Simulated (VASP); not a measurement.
# CsP4 (P4/mmm) in VASP: notebook

The runs below take CsP4 through single point, relaxation of cell and atoms, with PBE.

All numbers are computed with VASP 6.6.1; they aren't measurements. Logs are shortened: lines on timing, memory, paths and dates and some standing lists are left out, and cuts for length are marked.

**1. The cell of the first run**

The structure is tetragonal, space group P4/mmm (No. 123). Conventional cell: a = 3.777 Å, b = 3.777 Å, c = 7.967 Å, α = 90.00°, β = 90.00°, γ = 90.00°. Within 4.5 Å of Cs (site symmetry 4/mmm) lie 8 P at 3.45 Å and 4 Cs at 3.78 Å. P (site symmetry 2mm) has 5 P at 2.20 to 2.67 Å within 2.9 Å.

**2. Single point, PBE**

The input, INCAR:

```
SYSTEM = CsP4
  PREC = Accurate
  ENCUT = 520
  EDIFF = 1E-6
  ISMEAR = 0
  SIGMA = 0.1
  LREAL = .FALSE.
  LASPH = .TRUE.
  NELM = 60
  ALGO = Normal
  ISIF = 2
  LWAVE = .FALSE.
  LCHARG = .TRUE.
  GGA = PE
  LELF = .TRUE.
  LVHAR = .TRUE.
  NBANDS = 22
```

The input, KPOINTS:

```
regular mesh
0
G
  4 4 2
  0 0 0
```

The input, POSCAR:

```
CsP4
1.0
    3.7769594738      0.0000000000      0.0000000000
    0.0000000000      3.7769594738      0.0000000000
    0.0000000000      0.0000000000      7.9670217896
Cs P
1 4
Direct
    0.0000000000      0.0000000000      0.0000000000
    0.5000000000      0.0000000000      0.3621568027
    0.0000000000      0.5000000000      0.6378431973
    0.5000000000      0.0000000000      0.6378431973
    0.0000000000      0.5000000000      0.3621568027
```

Potentials or basis: VASP PAW PBE potentials, release 64 (Cs_sv, P).

Started as:

```sh
cat potpaw_PBE.64/Cs_sv/POTCAR potpaw_PBE.64/P/POTCAR > POTCAR
mpirun -np 1 vasp_std > vasp.out
```

OUTCAR:

```text
SYSTEM = CsP4
   PREC = Accurate
   ENCUT = 520
   EDIFF = 1E-6
   ISMEAR = 0
   LREAL = .FALSE.
   LASPH = .TRUE.
   NELM = 60
   ISIF = 2
   GGA = PE

 ion  position               nearest neighbor table
   1  0.000  0.000  0.000-
   2  0.500  0.000  0.362-   4 2.20   5 2.67   5 2.67   5 2.67   5 2.67
   3  0.000  0.500  0.638-   5 2.20   4 2.67   4 2.67   4 2.67   4 2.67
   4  0.500  0.000  0.638-   2 2.20   3 2.67   3 2.67   3 2.67   3 2.67
   5  0.000  0.500  0.362-   3 2.20   2 2.67   2 2.67   2 2.67   2 2.67

  LATTYP: Found a simple tetragonal cell.
 ALAT       =     3.7769594738
 C/A-ratio  =     2.1093744439

  Lattice vectors:

 A1 = (   3.7769594738,   0.0000000000,   0.0000000000)
 A2 = (   0.0000000000,   3.7769594738,   0.0000000000)
 A3 = (   0.0000000000,   0.0000000000,   7.9670217896)

Analysis of symmetry for initial positions (statically):
=====================================================================
 Subroutine PRICEL returns:
 Original cell was already a primitive cell.

 Routine SETGRP: Setting up the symmetry group for a
 simple tetragonal supercell.

 Subroutine GETGRP returns: Found 16 space group operations
 (whereof 16 operations were pure point group operations)
 out of a pool of 16 trial point group operations.

The static configuration has the point symmetry D_4h.

Analysis of symmetry for dynamics (positions and initial velocities):
=====================================================================
 Subroutine PRICEL returns:
 Original cell was already a primitive cell.

 Routine SETGRP: Setting up the symmetry group for a
 simple tetragonal supercell.

 Subroutine GETGRP returns: Found 16 space group operations
 (whereof 16 operations were pure point group operations)
 out of a pool of 16 trial point group operations.

The dynamic configuration has the point symmetry D_4h.

 Subroutine INISYM returns: Found 16 space group operations
 (whereof 16 operations are pure point group operations),
 and found     1 'primitive' translations

----------------------------------------------------------------------------------------

                                     Primitive cell

  volume of cell :     113.6529

  direct lattice vectors                    reciprocal lattice vectors
     3.776959474  0.000000000  0.000000000     0.264763233  0.000000000  0.000000000
     0.000000000  3.776959474  0.000000000     0.000000000  0.264763233  0.000000000
     0.000000000  0.000000000  7.967021790     0.000000000  0.000000000  0.125517417

  length of vectors
     3.776959474  3.776959474  7.967021790     0.264763233  0.264763233  0.125517417

  position of ions in fractional coordinates (direct lattice)
     0.000000000  0.000000000  0.000000000
     0.500000000  0.000000000  0.362156803
     0.000000000  0.500000000  0.637843197
     0.500000000  0.000000000  0.637843197
     0.000000000  0.500000000  0.362156803

  ion indices of the primitive-cell ions
   primitive index   ion index
                 1           1
                 2           2
                 3           3
                 4           4
                 5           5

----------------------------------------------------------------------------------------

 KPOINTS: regular mesh

Automatic generation of k-mesh.
 Grid dimensions read from file:
 generate k-points for:    4    4    2

 Generating k-lattice:

  Cartesian coordinates                     Fractional coordinates (reciprocal lattice)
     0.066190808  0.000000000  0.000000000     0.250000000  0.000000000  0.000000000
     0.000000000  0.066190808  0.000000000     0.000000000  0.250000000  0.000000000
     0.000000000  0.000000000  0.062758709     0.000000000  0.000000000  0.500000000

  Length of vectors
     0.066190808  0.066190808  0.062758709

  Shift w.r.t. Gamma in fractional coordinates (k-lattice)
     0.000000000  0.000000000  0.000000000

 Subroutine IBZKPT returns following result:
 ===========================================

 Found     12 irreducible k-points:

 Following reciprocal coordinates:
            Coordinates               Weight
  0.000000  0.000000  0.000000      1.000000
  0.250000  0.000000  0.000000      4.000000
  0.500000  0.000000  0.000000      2.000000
  0.250000  0.250000  0.000000      4.000000
  0.500000  0.250000  0.000000      4.000000
  0.500000  0.500000  0.000000      1.000000
  0.000000  0.000000  0.500000      1.000000
  0.250000  0.000000  0.500000      4.000000
  0.500000  0.000000  0.500000      2.000000
  0.250000  0.250000  0.500000      4.000000
  0.500000  0.250000  0.500000      4.000000
  0.500000  0.500000  0.500000      1.000000
   k-points           NKPTS =     12   k-points in BZ     NKDIM =     12   number of bands    NBANDS=     22
   number of dos      NEDOS =    301   number of ions     NIONS =      5
   total plane-waves  NPLWV =  47040
   dimension x,y,z NGX =    28 NGY =   28 NGZ =   60
   dimension x,y,z NGXF=    56 NGYF=   56 NGZF=  120
   ions per type =               1   4
   NGX,Y,Z   is equivalent  to a cutoff of  12.32, 12.32, 12.52 a.u.
   NGXF,Y,Z  is equivalent  to a cutoff of  24.65, 24.65, 25.04 a.u.
 SYSTEM =  CsP4
   PREC   = accura    normal or accurate (medium, high low for compatibility)
   ISTART =      0    job   : 0-new  1-cont  2-samecut
   ICHARG =      2    charge: 1-file 2-atom 10-const
   ISPIN  =      1    spin polarized calculation?
   LNONCOLLINEAR =      F non collinear calculations
   LSORBIT =      F    spin-orbit coupling
   LASPH  =      T    aspherical Exc in radial PAW
   ENCUT  =  520.0 eV  38.22 Ry    6.18 a.u.   7.02  7.02 14.81*2*pi/ulx,y,z
   NELM   =     60;   NELMIN=  2; NELMDL= -5     # of ELM steps
   EDIFF  = 0.1E-05   stopping-criterion for ELM
   LREAL  =      F    real-space projection
   EDIFFG = 0.1E-04   stopping-criterion for IOM
   NSW    =      0    number of steps for IOM
   IBRION =     -1    ionic relax: 0-MD 1-quasi-New 2-CG
   NFREE  =      0    steps in history (QN), initial steepest desc. (CG)
   ISIF   =      2    stress and relaxation
   ISYM   =      2    0-nonsym 1-usesym 2-fastsym
   POTIM  = 0.5000    time-step for ionic-motion
   TEBEG  =    0.0;   TEEND  =   0.0 temperature during run
   PSTRESS=    0.0 pullay stress
   NELECT =      29.0000    total number of electrons
   NUPDOWN=      -1.0000    fix difference up-down
   EMIN   =  10.00;   EMAX   =-10.00  energy-range for DOS
   EFERMI =   0.00;   METHOD = LEGACY
   ISMEAR =     0;   SIGMA  =   0.10  broadening in eV -4-tet -1-fermi 0-gaus
   EFERMI_NEDOS =   21; number of points for ismear=-14 and -15
   IALGO  =     38    algorithm
   IMIX   =      4    mixing-type and parameters
     AMIX     =   0.40;   BMIX     =  1.00
     AMIX_MAG =   1.60;   BMIX_MAG =  1.00
  volume/ion in A,a.u.               =      22.73       153.39
  Fermi-wavevector in a.u.,A,eV,Ry     =   1.038358  1.962213 14.669640  1.078188
  Thomas-Fermi vector in A             =   2.172839
   LORBIT       =      0    0 simple, 1 ext, 2 COOP (PROOUT), +10 PAW based schemes
   GGA     = PE    functional components
   LHFCALC =     F    Hartree Fock is set to
   AEXX    =    0.0000 exact exchange contribution
   IVDW    =     0    specifies the selected vdW correction
   LEPSILON=     F    determine dielectric tensor
   LRPA    =     F    only Hartree local field effects (RPA)
 non-spin polarized calculation
 Gauss-broadening in eV      SIGMA  =   0.10
  energy-cutoff  :      520.00
  volume of cell :      113.65
 maximum number of plane-waves:      3096
   NGX = 15   NGY = 15   NGZ = 29

 number of electron      28.9999998 magnetization

 Free energy of the ion-electron system (eV)
  ---------------------------------------------------
  ext. energy  EPLUGINS =         0.00000000
  ---------------------------------------------------
  free energy    TOTEN  =       -22.03404536 eV

  energy without entropy =      -22.01714056  energy(sigma->0) =      -22.02559296

 E-fermi :   6.0520     XC(G=0):  -9.6124

 val. band max:        6.0299402735   @ k =   0.5000   0.0000   0.5000
 cond. band min:       6.0614352405   @ k =   0.5000   0.0000   0.5000
 fundamental gap:      0.0314949670
 Fermi energy:         6.0519974294

 k-point     1 :       0.0000    0.0000    0.0000
  band No.  band energies     occupation
      1     -17.3671      2.00000
      2      -8.8893      2.00000
      3      -6.1701      2.00000
      4      -3.5040      2.00000
      5      -3.5040      2.00000
      6      -3.3703      2.00000
[... 14 lines left out ...]
     21      10.5612      0.00000
     22      11.1781      0.00000

 k-point     2 :       0.2500    0.0000    0.0000
  band No.  band energies     occupation
      1     -17.2780      2.00000
      2      -8.3524      2.00000
      3      -5.6657      2.00000
      4      -4.7207      2.00000
      5      -4.2111      2.00000
      6      -3.4184      2.00000
[... 14 lines left out ...]
     21       9.5902      0.00000
     22       9.9950      0.00000

 k-point     3 :       0.5000    0.0000    0.0000
  band No.  band energies     occupation
      1     -17.1852      2.00000
      2      -6.8532      2.00000
      3      -6.7905      2.00000
      4      -5.0409      2.00000
      5      -4.7423      2.00000
      6      -3.4078      2.00000
[... 14 lines left out ...]
     21       9.6113      0.00000
     22      10.5416      0.00000
[... 176 lines left out ...]
 k-point    11 :       0.5000    0.2500    0.5000
  band No.  band energies     occupation
      1     -17.0996      2.00000
      2      -6.5276      2.00000
      3      -6.4559      2.00000
      4      -5.1319      2.00000
      5      -4.2785      2.00000
      6      -3.8895      2.00000
[... 14 lines left out ...]
     21      10.2280      0.00000
     22      10.4621      0.00000

 k-point    12 :       0.5000    0.5000    0.5000
  band No.  band energies     occupation
      1     -17.0107      2.00000
      2      -6.0141      2.00000
      3      -6.0141      2.00000
      4      -4.9569      2.00000
      5      -4.9569      2.00000
      6      -3.9411      2.00000
[... 14 lines left out ...]
     21      10.6414      0.00000
     22      10.8040      0.00000

------------------------ aborting loop because EDIFF is reached ----------------------------------------

  FORCE on cell =-STRESS in cart. coord.  units (eV):
  Direction    XX          YY          ZZ          XY          YZ          ZX
  --------------------------------------------------------------------------------------
  -------------------------------------------------------------------------------------
  Total        0.0297533      0.0297533     -0.0124224      0.0000000      0.0000000     -0.0000000
  in kB        0.4194351      0.4194351     -0.1751202      0.0000000      0.0000000     -0.0000000
  external PRESSURE =       0.2212500 kB  Pullay stress =       0.0000000 kB

 VOLUME and BASIS-vectors are now :
 -----------------------------------------------------------------------------
  energy-cutoff  :      520.00
  volume of cell :      113.65
      direct lattice vectors                 reciprocal lattice vectors
     3.776959474  0.000000000  0.000000000     0.264763233  0.000000000  0.000000000
     0.000000000  3.776959474  0.000000000     0.000000000  0.264763233  0.000000000
     0.000000000  0.000000000  7.967021790     0.000000000  0.000000000  0.125517417

 POSITION                                       TOTAL-FORCE (eV/Angst)
 -----------------------------------------------------------------------------------
      0.00000      0.00000      0.00000         0.000000      0.000000      0.000000
      1.88848      0.00000      2.88531        -0.000000      0.000000      0.034376
      0.00000      1.88848      5.08171        -0.000000     -0.000000     -0.034376
      1.88848      0.00000      5.08171         0.000000      0.000000     -0.034376
      0.00000      1.88848      2.88531         0.000000     -0.000000      0.034376
 -----------------------------------------------------------------------------------
    total drift:                               -0.000000     -0.000000      0.000000

  FREE ENERGIE OF THE ION-ELECTRON SYSTEM (eV)
  ---------------------------------------------------
  free  energy   TOTEN  =       -22.0340453605 eV

  energy  without entropy=      -22.0171405601  energy(sigma->0) =      -22.02559296
```

Run time: 36 s. Hardware: 1 thread of Intel Xeon 8259CL, shared host; peak memory 0.21 GiB.

Results:

| Item | Value |
| --- | --- |
| Free energy | -22.0340 eV |
| Pressure | 0.0 GPa |
| Largest force | 0.034 eV/Å |

Forces on the atoms (eV/Å):
```
Cs   0.000  0.000  0.000
P    0.000  0.000  0.034
P    0.000  0.000 -0.034
P    0.000  0.000 -0.034
P    0.000  0.000  0.034
```

Caveat: the k points lie up to 0.42 Å⁻¹ apart; spin-orbit coupling is left out, which moves the levels of the heavy elements.

(Part 1 of 4 ends here.)
